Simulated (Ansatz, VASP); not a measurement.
# One calculation of InSb, two programs

```
In Sb
1.0
     0.00000    3.38741    3.27951
     3.38741    0.00000    3.27951
     3.38741    3.38741    0.00000
In Sb
1 1
Cartesian
  0.0000 0.0000 0.0000
  1.6937 1.6937 1.6398
```

Change from the starting cell: biaxial_xy strain +3.3%.

Alike in both runs: task single point; functional HSE06; k mesh 4 × 4 × 4; occupations fermi-dirac, width 0.02 eV; no spin polarisation.

```csv
,VASP,Ansatz
version,VASP 6.6.1,Ansatz 0.2.0
potentials or method,"VASP PAW PBE potentials, release 64 (In_d, Sb)","plane waves, PAW"
plane-wave cutoff (eV),520,420
valence electrons in the cell,18,28
```

```tsv
	VASP	Ansatz	Ansatz less VASP
pressure (GPa)	-2.5	-2.2	+0.38
traceless stress, the component that is largest in VASP (GPa)	0.49	0.48	-0.016
```

VASP's potentials hold 18 valence electrons a cell and Ansatz's 28, so a difference there can come from the potentials and not from the codes. Ansatz's warnings: stress exchange threshold loose, stress scf threshold loose.

Spin-orbit coupling is off throughout.
